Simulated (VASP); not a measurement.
Li2Se:

```
CELL_PARAMETERS angstrom
0.00000 3.00250 3.00250
3.00250 0.00000 3.00250
3.00250 3.00250 0.00000
ATOMIC_POSITIONS crystal
Li 0.25000 0.25000 0.25000
Li 0.75000 0.75000 0.75000
Se 0.00000 0.00000 0.00000
```

Base run:

| Quantity | Value |
| --- | --- |
| Program | VASP 6.6.1 |
| Functional | PBE |
| Dispersion | D4 |
| Potentials or basis | VASP PAW PBE potentials, release 64 (Li_sv, Se) |
| Cutoff | 750 eV |
| k mesh | 8 × 8 × 8 |
| Occupations | gaussian, width 0.05 eV |
| Spin | no spin polarisation |

Its results: band gap on the k mesh 2.97 eV, indirect (least direct gap 3.38 eV); pressure -1.2 GPa.

The run is repeated on the same cell with these changes: functional from PBE to PBEsol; dispersion from D4 to none. What comes out?

Band gap on the k mesh 2.83 eV, indirect (least direct gap 3.24 eV); pressure -1.0 GPa.

Several settings changed at once, so the effect can't be laid on one alone.

Caveats: the PAW data sets were made with another functional, which shifts forces and pressure a little (some runs).

A k mesh can miss the band edges.
